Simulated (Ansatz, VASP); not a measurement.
## One calculation of CaO, two programs

```xyz
2
Lattice="2.9292 0.0260 0.0260 0.0260 2.9292 0.0260 0.0260 0.0260 2.9292" Properties=species:S:1:pos:R:3 pbc="T T T"
Ca    0.0000    0.0000    0.0000
O     1.4907    1.4907    1.4907
```

Change from the starting cell: shear_111 strain +2.7%.

Alike in both runs: task single point; functional r2SCAN; k mesh 8 × 8 × 8; no spin polarisation.

|  | VASP | Ansatz |
| --- | --- | --- |
| version | VASP 6.6.1 | Ansatz 0.2.0 |
| potentials or method | VASP PAW PBE potentials, release 64 (Ca_sv, O_h) | plane waves, PAW |
| plane-wave cutoff (eV) | 910 | 500 |
| occupations | gaussian, width 0.01 eV | fixed |
| valence electrons in the cell | 16 | 16 |

```csv
,VASP,Ansatz,Ansatz less VASP
gap on the k mesh at the Fermi level (eV),3.30,3.29,-0.006
```

VASP's potentials were made for PBE, not for r2SCAN.

Noted on VASP's run: the cutoff is short for stress, so the pressure is rough.
